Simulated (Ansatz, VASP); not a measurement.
One calculation of WC, two programs

```xyz
2
Lattice="0.0000 2.1734 2.1734 2.1734 0.0000 2.1734 2.1734 2.1734 0.0000" Properties=species:S:1:pos:R:3 pbc="T T T"
W     0.0000    0.0000    0.0000
C     2.1734    2.1734    2.1734
```

Alike in both runs: functional PBEsol; k mesh 9 × 9 × 9; occupations methfessel-paxton of order 1, width 0.15 eV; no spin polarisation.

Ansatz relaxed the structure, and its values are those at the end. VASP's run is a single point on that final structure, the one shown.

```csv
,VASP,Ansatz
version,VASP 6.6.1,Ansatz 0.2.0
potentials or method,"VASP PAW PBE potentials, release 64 (W_sv, C_h), cutoff 1300 eV","plane waves, PAW"
valence electrons in the cell,18,18
```

|  | VASP | Ansatz | Ansatz less VASP |
| --- | --- | --- | --- |
| pressure (GPa) | 1.0 | 0.0 | -1.04 |

VASP's potentials were made for PBE, not for PBEsol.

Spin-orbit coupling is off throughout.
